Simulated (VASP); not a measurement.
# Sb (R-3m) in VASP: notebook

Sb is run at these levels: PBE, revPBE; tasks: electric field gradients.

Program: VASP 6.6.1. These are calculated values, not measurements. Logs are shortened: lines on timing, memory, paths and dates and some standing lists are left out, and cuts for length are marked.

### Step 1. The cell of the first run

The structure is trigonal, space group R-3m (No. 166). The conventional cell has a = 4.258 Å, b = 4.258 Å, c = 11.232 Å, α = 90.00°, β = 90.00°, γ = 120.00°. Sb (site symmetry 3m) has 6 Sb at 2.88 to 3.33 Å within 3.8 Å.

### Step 2. Electric field gradients, PBE (equal xx and yy strain of -1 %)

INCAR reads:

```
ALGO = Normal
EDIFF = 1E-8
ENCUT = 520
GGA = PE
ISIF = 2
ISMEAR = -1
LASPH = T
LCHARG = F
LEFG = T
LREAL = F
LWAVE = F
NBANDS = 12
NELM = 60
PREC = Accurate
SIGMA = 0.05
```

KPOINTS reads:

```
k-points
0
Gamma
  9 9 9
```

POSCAR reads:

```
Sb
1.0
    2.1290943287      1.2292331838      3.7440000000
   -2.1290943287      1.2292331838      3.7440000000
    0.0000000000     -2.4584663675      3.7440000000
Sb
2
Direct
    0.2336400000      0.2336400000      0.2336400000
    0.7663600000      0.7663600000      0.7663600000
```

Potentials or basis: VASP PAW PBE potentials, release 64 (Sb).

On the command line:

```console
cat potpaw_PBE.64/Sb/POTCAR > POTCAR
mpirun -np 1 vasp_std > vasp.out
```

OUTCAR:

```text
EDIFF = 1E-8
   ENCUT = 520
   GGA = PE
   ISIF = 2
   ISMEAR = -1
   LASPH = T
   LREAL = F
   NELM = 60
   PREC = Accurate

 ion  position               nearest neighbor table
   1  0.234  0.234  0.234-   2 2.88   2 2.88   2 2.88   2 3.33   2 3.33   2 3.33
   2  0.766  0.766  0.766-   1 2.88   1 2.88   1 2.88   1 3.33   1 3.33   1 3.33

  LATTYP: Found a trigonal (rhomboedric) cell.
 ALAT       =     4.4790169547
 COS(alpha) =     0.5480874637

  Lattice vectors:

 A1 = (   2.1290943287,   1.2292331838,   3.7440000000)
 A2 = (  -2.1290943287,   1.2292331838,   3.7440000000)
 A3 = (   0.0000000000,  -2.4584663675,   3.7440000000)

Analysis of symmetry for initial positions (statically):
=====================================================================
 Subroutine PRICEL returns:
 Original cell was already a primitive cell.

 Routine SETGRP: Setting up the symmetry group for a
 trigonal (rhombohedral) supercell.

 Subroutine GETGRP returns: Found 12 space group operations
 (whereof 12 operations were pure point group operations)
 out of a pool of 12 trial point group operations.

The static configuration has the point symmetry D_3d.

Analysis of symmetry for dynamics (positions and initial velocities):
=====================================================================
 Subroutine PRICEL returns:
 Original cell was already a primitive cell.

 Routine SETGRP: Setting up the symmetry group for a
 trigonal (rhombohedral) supercell.

 Subroutine GETGRP returns: Found 12 space group operations
 (whereof 12 operations were pure point group operations)
 out of a pool of 12 trial point group operations.

The dynamic configuration has the point symmetry D_3d.

 Subroutine INISYM returns: Found 12 space group operations
 (whereof 12 operations are pure point group operations),
 and found     1 'primitive' translations

----------------------------------------------------------------------------------------

                                     Primitive cell

  volume of cell :      58.7917

  direct lattice vectors                    reciprocal lattice vectors
     2.129094329  1.229233184  3.744000000     0.234841638  0.135585883  0.089031339
    -2.129094329  1.229233184  3.744000000    -0.234841638  0.135585883  0.089031339
     0.000000000 -2.458466367  3.744000000     0.000000000 -0.271171766  0.089031339

  length of vectors
     4.479016955  4.479016955  4.479016955     0.285413220  0.285413220  0.285413220

  position of ions in fractional coordinates (direct lattice)
     0.233640000  0.233640000  0.233640000
     0.766360000  0.766360000  0.766360000

  ion indices of the primitive-cell ions
   primitive index   ion index
                 1           1
                 2           2

----------------------------------------------------------------------------------------

 KPOINTS: k-points

Automatic generation of k-mesh.
 Grid dimensions read from file:
 generate k-points for:    9    9    9

 Generating k-lattice:

  Cartesian coordinates                     Fractional coordinates (reciprocal lattice)
     0.026093515  0.015065098  0.009892371     0.111111111  0.000000000  0.000000000
    -0.026093515  0.015065098  0.009892371     0.000000000  0.111111111  0.000000000
     0.000000000 -0.030130196  0.009892371     0.000000000  0.000000000  0.111111111

  Length of vectors
     0.031712580  0.031712580  0.031712580

  Shift w.r.t. Gamma in fractional coordinates (k-lattice)
     0.000000000  0.000000000  0.000000000

 Subroutine IBZKPT returns following result:
 ===========================================

 Found     85 irreducible k-points:

 Following reciprocal coordinates:
            Coordinates               Weight
  0.000000  0.000000  0.000000      1.000000
  0.111111  0.000000  0.000000      6.000000
  0.222222  0.000000  0.000000      6.000000
  0.333333  0.000000 -0.000000      6.000000
  0.444444  0.000000  0.000000      6.000000
  0.111111  0.111111  0.000000      6.000000
[... 16 lines left out ...]
 -0.333333  0.333333  0.000000      6.000000
  0.444444  0.444444  0.000000      6.000000
 [... further k-points ...]
   k-points           NKPTS =     85   k-points in BZ     NKDIM =     85   number of bands    NBANDS=     12
   number of dos      NEDOS =    301   number of ions     NIONS =      2
   total plane-waves  NPLWV =  46656
   dimension x,y,z NGX =    36 NGY =   36 NGZ =   36
   dimension x,y,z NGXF=    72 NGYF=   72 NGZF=   72
   ions per type =               2
   NGX,Y,Z   is equivalent  to a cutoff of  13.36, 13.36, 13.36 a.u.
   NGXF,Y,Z  is equivalent  to a cutoff of  26.72, 26.72, 26.72 a.u.
 SYSTEM =  unknown system
   PREC   = accura    normal or accurate (medium, high low for compatibility)
   ISTART =      0    job   : 0-new  1-cont  2-samecut
   ICHARG =      2    charge: 1-file 2-atom 10-const
   ISPIN  =      1    spin polarized calculation?
   LNONCOLLINEAR =      F non collinear calculations
   LSORBIT =      F    spin-orbit coupling
   LASPH  =      T    aspherical Exc in radial PAW
   ENCUT  =  520.0 eV  38.22 Ry    6.18 a.u.   8.33  8.33  8.33*2*pi/ulx,y,z
   NELM   =     60;   NELMIN=  2; NELMDL= -5     # of ELM steps
   EDIFF  = 0.1E-07   stopping-criterion for ELM
   LREAL  =      F    real-space projection
   EDIFFG = 0.1E-06   stopping-criterion for IOM
   NSW    =      0    number of steps for IOM
   IBRION =     -1    ionic relax: 0-MD 1-quasi-New 2-CG
   NFREE  =      0    steps in history (QN), initial steepest desc. (CG)
   ISIF   =      2    stress and relaxation
   ISYM   =      2    0-nonsym 1-usesym 2-fastsym
   POTIM  = 0.5000    time-step for ionic-motion
   TEBEG  =    0.0;   TEEND  =   0.0 temperature during run
   PSTRESS=    0.0 pullay stress
   NELECT =      10.0000    total number of electrons
   NUPDOWN=      -1.0000    fix difference up-down
   EMIN   =  10.00;   EMAX   =-10.00  energy-range for DOS
   EFERMI =   0.00;   METHOD = LEGACY
   ISMEAR =    -1;   SIGMA  =   0.05  broadening in eV -4-tet -1-fermi 0-gaus
   EFERMI_NEDOS =   21; number of points for ismear=-14 and -15
   IALGO  =     38    algorithm
   IMIX   =      4    mixing-type and parameters
     AMIX     =   0.40;   BMIX     =  1.00
     AMIX_MAG =   1.60;   BMIX_MAG =  1.00
  volume/ion in A,a.u.               =      29.40       198.37
  Fermi-wavevector in a.u.,A,eV,Ry     =   0.907060  1.714095 11.194303  0.822758
  Thomas-Fermi vector in A             =   2.030822
   LORBIT       =      0    0 simple, 1 ext, 2 COOP (PROOUT), +10 PAW based schemes
   GGA     = PE    functional components
   LHFCALC =     F    Hartree Fock is set to
   AEXX    =    0.0000 exact exchange contribution
   IVDW    =     0    specifies the selected vdW correction
   LEPSILON=     F    determine dielectric tensor
   LRPA    =     F    only Hartree local field effects (RPA)
 non-spin polarized calculation
  energy-cutoff  :      520.00
  volume of cell :       58.79
 maximum number of plane-waves:      1597
 NGX is ok and might be reduce to    36
   NGX = 17   NGY = 17   NGZ = 17

 number of electron      10.0000000 magnetization

 Free energy of the ion-electron system (eV)
  ---------------------------------------------------
  ext. energy  EPLUGINS =         0.00000000
  ---------------------------------------------------
  free energy    TOTEN  =        -8.21807329 eV

  energy without entropy =       -8.21594150  energy(sigma->0) =       -8.21700740

 E-fermi :   7.6675     XC(G=0):  -9.6469

 val. band max:        7.6546672960   @ k =   0.4444   0.0000   0.0000
 cond. band min:       7.6684496082   @ k =   0.3333   0.2222   0.2222
 fundamental gap:      0.0137823122
 Fermi energy:         7.6675428985

 k-point     1 :       0.0000    0.0000    0.0000
  band No.  band energies     occupation
      1      -5.3096      2.00000
      2       2.9760      2.00000
      3       5.4358      2.00000
      4       5.8139      2.00000
      5       5.8139      2.00000
      6       9.7131      0.00000
      7      10.3713      0.00000
      8      10.3713      0.00000
      9      12.7266      0.00000
     10      12.7266      0.00000
     11      12.8631      0.00000
     12      14.1627      0.00000
[... 331 lines left out ...]
 k-point    24 :       0.4444    0.4444    0.0000
  band No.  band energies     occupation
      1      -3.0043      2.00000
      2      -0.2977      2.00000
      3       2.2214      2.00000
      4       3.7910      2.00000
      5       3.9226      2.00000
      6       9.1128      0.00000
      7      12.6090      0.00000
      8      13.1910      0.00000
      9      14.2991      0.00000
     10      16.2327      0.00000
     11      17.4147      0.00000
     12      18.4294      0.00000

 [... further k-points ...]

------------------------ aborting loop because EDIFF is reached ----------------------------------------

  FORCE on cell =-STRESS in cart. coord.  units (eV):
  Direction    XX          YY          ZZ          XY          YZ          ZX
  --------------------------------------------------------------------------------------
  -------------------------------------------------------------------------------------
  Total        1.8448553      1.8448553      1.4169279      0.0000000      0.0000000      0.0000000
  in kB       50.2755246     50.2755246     38.6137586      0.0000000      0.0000000      0.0000000
  external PRESSURE =      46.3882692 kB  Pullay stress =       0.0000000 kB

 VOLUME and BASIS-vectors are now :
 -----------------------------------------------------------------------------
  energy-cutoff  :      520.00
  volume of cell :       58.79
      direct lattice vectors                 reciprocal lattice vectors
     2.129094329  1.229233184  3.744000000     0.234841638  0.135585883  0.089031339
    -2.129094329  1.229233184  3.744000000    -0.234841638  0.135585883  0.089031339
     0.000000000 -2.458466367  3.744000000     0.000000000 -0.271171766  0.089031339

 POSITION                                       TOTAL-FORCE (eV/Angst)
 -----------------------------------------------------------------------------------
      0.00000      0.00000      2.62424         0.000000      0.000000      0.353170
      0.00000      0.00000      8.60776         0.000000     -0.000000     -0.353170
 -----------------------------------------------------------------------------------
    total drift:                                0.000000     -0.000000      0.000000

  FREE ENERGIE OF THE ION-ELECTRON SYSTEM (eV)
  ---------------------------------------------------
  free  energy   TOTEN  =        -8.2180732904 eV

  energy  without entropy=       -8.2159415021  energy(sigma->0) =       -8.21700740

 Electric field gradients (V/A^2)
---------------------------------------------------------------------
 ion       V_xx      V_yy      V_zz      V_xy      V_xz      V_yz
---------------------------------------------------------------------
   1      21.394    21.394   -42.788     0.000     0.000    -0.000
   2      21.394    21.394   -42.788     0.000    -0.000    -0.000
---------------------------------------------------------------------

 Electric field gradients after diagonalization (V/A^2)
 (convention: |V_zz| > |V_xx| > |V_yy|)
----------------------------------------------------------------------
 ion       V_xx      V_yy      V_zz     asymmetry (V_yy - V_xx)/ V_zz
----------------------------------------------------------------------
   1      21.394    21.394   -42.788       0.000
   2      21.394    21.394   -42.788       0.000
----------------------------------------------------------------------

           NMR quadrupolar parameters

 Cq : quadrupolar parameter    Cq=e*Q*V_zz/h
 eta: asymmetry parameters     (V_yy - V_xx)/ V_zz
 Q  : nuclear electric quadrupole moment in mb (millibarn)
----------------------------------------------------------------------
 ion       Cq(MHz)       eta       Q (mb)
----------------------------------------------------------------------
   1      -0.103       0.000       1.000
   2      -0.103       0.000       1.000
----------------------------------------------------------------------
```

Wall time 1.7 min (1 thread of Intel Xeon 8259CL, shared host); peak memory 0.22 GiB.

Results:

- Free energy: -8.2181 eV
- Pressure: 4.6 GPa
- Largest force: 0.353 eV/Å
- Band gap on the k mesh: zero (bands 5 and 6 overlap by 0.01 eV)
- Largest electric field gradient by atom: Sb -42.8 V/Å²

Forces on the atoms (eV/Å):
```
Sb   0.000  0.000  0.353
Sb   0.000  0.000 -0.353
```

Stress tensor (GPa, compression positive):
```
5.03 0.00 0.00
0.00 5.03 0.00
0.00 0.00 3.86
```

Electric field gradients, principal values (V/Å²):
```tsv
atom	least	middle	greatest (by size)
1 Sb	21.394	21.394	-42.788
2 Sb	21.394	21.394	-42.788
```

Caveat: the cell differs from its parent crystal (equal xx and yy strain of -1 %); the cell stands under pressure; without QUAD_EFG the Cq values of the log hold for a quadrupole moment of 1 mb, not for the nuclei; spin-orbit coupling is left out, which moves the levels of the heavy elements.

### Step 3. Electric field gradients, revPBE

This run uses another cell than the first one, of 29.99 Å³/atom.

INCAR reads:

```
SYSTEM = Sb
PREC = Accurate ; ENCUT = 520
EDIFF = 1E-8 ; ISMEAR = -1
SIGMA = 0.025 ; LREAL = .FALSE.
LASPH = .TRUE. ; NELM = 60
ALGO = Normal ; ISIF = 2
LWAVE = .FALSE. ; LCHARG = .FALSE.
GGA = RE ; LEFG = .TRUE.
ISYM = 0 ; NBANDS = 12
```

KPOINTS reads:

```
Automatic mesh
0
G
  9 9 9
  0 0 0
```

POSCAR reads:

```
Sb
1.0
    2.1506003320      1.2416496806      3.7440000000
   -2.1506003320      1.2416496806      3.7440000000
    0.0000000000     -2.4832993611      3.7440000000
Sb
2
Direct
    0.2336400000      0.2336400000      0.2336400000
    0.7663600000      0.7663600000      0.7663600000
```

Potentials or basis: VASP PAW PBE potentials, release 64 (Sb).

On the command line:

```console
cat potpaw_PBE.64/Sb/POTCAR > POTCAR
mpirun -np 1 vasp_std > vasp.out
```

OUTCAR:

```text
SYSTEM = Sb
   PREC = Accurate
   ENCUT = 520
   EDIFF = 1E-8
   ISMEAR = -1
   LREAL = .FALSE.
   LASPH = .TRUE.
   NELM = 60
   ISIF = 2
   GGA = RE
   ISYM = 0

 ion  position               nearest neighbor table
   1  0.234  0.234  0.234-   2 2.90   2 2.90   2 2.90   2 3.34   2 3.34   2 3.34
   2  0.766  0.766  0.766-   1 2.90   1 2.90   1 2.90   1 3.34   1 3.34   1 3.34

IMPORTANT INFORMATION: All symmetrisations will be switched off!
NOSYMM: (Re-)initialisation of all symmetry stuff for point group C_1.

----------------------------------------------------------------------------------------

                                     Primitive cell

  volume of cell :      59.9854

  direct lattice vectors                    reciprocal lattice vectors
     2.150600332  1.241649681  3.744000000     0.232493222  0.134230024  0.089031339
    -2.150600332  1.241649681  3.744000000    -0.232493222  0.134230024  0.089031339
     0.000000000 -2.483299361  3.744000000     0.000000000 -0.268460048  0.089031339

[... 515 lines left out ...]
     2.150600332  1.241649681  3.744000000     0.232493222  0.134230024  0.089031339
    -2.150600332  1.241649681  3.744000000    -0.232493222  0.134230024  0.089031339
     0.000000000 -2.483299361  3.744000000     0.000000000 -0.268460048  0.089031339

 POSITION                                       TOTAL-FORCE (eV/Angst)
 -----------------------------------------------------------------------------------
      0.00000      0.00000      2.62424        -0.000000     -0.000000      0.259574
      0.00000      0.00000      8.60776         0.000000      0.000000     -0.259574
 -----------------------------------------------------------------------------------
    total drift:                               -0.000000      0.000000      0.000000

  FREE ENERGIE OF THE ION-ELECTRON SYSTEM (eV)
  ---------------------------------------------------
  free  energy   TOTEN  =        -7.6041715754 eV

  energy  without entropy=       -7.6036342886  energy(sigma->0) =       -7.60390293

 Electric field gradients (V/A^2)
---------------------------------------------------------------------
 ion       V_xx      V_yy      V_zz      V_xy      V_xz      V_yz
---------------------------------------------------------------------
   1      23.721    23.721   -47.441    -0.000     0.000    -0.000
   2      23.721    23.721   -47.441     0.000    -0.000     0.000
---------------------------------------------------------------------

 Electric field gradients after diagonalization (V/A^2)
 (convention: |V_zz| > |V_xx| > |V_yy|)
----------------------------------------------------------------------
 ion       V_xx      V_yy      V_zz     asymmetry (V_yy - V_xx)/ V_zz
----------------------------------------------------------------------
   1      23.721    23.721   -47.441       0.000
   2      23.721    23.721   -47.441       0.000
----------------------------------------------------------------------

           NMR quadrupolar parameters

 Cq : quadrupolar parameter    Cq=e*Q*V_zz/h
 eta: asymmetry parameters     (V_yy - V_xx)/ V_zz
 Q  : nuclear electric quadrupole moment in mb (millibarn)
----------------------------------------------------------------------
 ion       Cq(MHz)       eta       Q (mb)
----------------------------------------------------------------------
   1      -0.115       0.000       1.000
   2      -0.115       0.000       1.000
----------------------------------------------------------------------
```

OSZICAR:

```text
N       E                     dE             d eps       ncg     rms          rms(c)
DAV:   1     0.356307090714E+02    0.35631E+02   -0.35614E+03  8760   0.654E+02
DAV:   2    -0.566788658092E+01   -0.41299E+02   -0.39701E+02 11344   0.108E+02
DAV:   3    -0.758105864202E+01   -0.19132E+01   -0.18980E+01 10740   0.255E+01
DAV:   4    -0.759786942823E+01   -0.16811E-01   -0.16807E-01 10176   0.287E+00
DAV:   5    -0.759807281508E+01   -0.20339E-03   -0.20338E-03 10752   0.347E-01    0.314E+00
DAV:   6    -0.760139059606E+01   -0.33178E-02   -0.26489E-03 10380   0.359E-01    0.191E+00
DAV:   7    -0.760390070208E+01   -0.25101E-02   -0.68661E-03 10144   0.570E-01    0.837E-02
DAV:   8    -0.760411100692E+01   -0.21030E-03   -0.26228E-04 10840   0.981E-02    0.274E-02
DAV:   9    -0.760416862419E+01   -0.57617E-04   -0.88038E-05 10012   0.556E-02    0.490E-03
DAV:  10    -0.760417083841E+01   -0.22142E-05   -0.56997E-06 10816   0.136E-02    0.246E-03
DAV:  11    -0.760417100876E+01   -0.17035E-06   -0.95873E-07 10232   0.607E-03    0.183E-03
DAV:  12    -0.760417149860E+01   -0.48984E-06   -0.57223E-08 10740   0.140E-03    0.256E-04
DAV:  13    -0.760417155767E+01   -0.59069E-07   -0.20759E-08  9948   0.871E-04    0.225E-04
DAV:  14    -0.760417159033E+01   -0.32664E-07   -0.10495E-09  5668   0.228E-04    0.627E-05
DAV:  15    -0.760417157623E+01    0.14101E-07   -0.98237E-11  5120   0.734E-05    0.218E-05
DAV:  16    -0.760417157544E+01    0.79370E-09   -0.13443E-11  4844   0.274E-05
   1 F= -.76041716E+01 E0= -.76039029E+01  d E =-.537287E-03
```

Run time: 4.3 min. Hardware: 1 thread of Intel Xeon Platinum 8488C (Sapphire Rapids), shared host; peak memory 0.36 GiB.

What came out:

```
Free energy                             : -7.6042 eV
Pressure                                : 4.2 GPa
Largest force                           : 0.260 eV/Å
Largest electric field gradient by atom : Sb -47.4 V/Å²
```

Forces in eV/Å, atoms in the order of the input:
```
Sb   0.000  0.000  0.260
Sb   0.000  0.000 -0.260
```

Levels at points of the mesh, in eV from the Fermi level:
```tsv
k point	band 3	band 4	band 5	band 6	band 7	band 8
(0.00, 0.00, 0.00)	-2.08	-1.83	-1.83	2.08	2.71	2.71
```

Electric field gradients, principal values (V/Å²):
| atom | least | middle | greatest (by size) |
| --- | --- | --- | --- |
| 1 Sb | 23.721 | 23.721 | -47.441 |
| 2 Sb | 23.721 | 23.721 | -47.441 |

Caveat: the cell stands under pressure; without QUAD_EFG the Cq values of the log hold for a quadrupole moment of 1 mb, not for the nuclei; the PAW data sets were made with another functional, which shifts forces and pressure a little; spin-orbit coupling is left out, which moves the levels of the heavy elements.
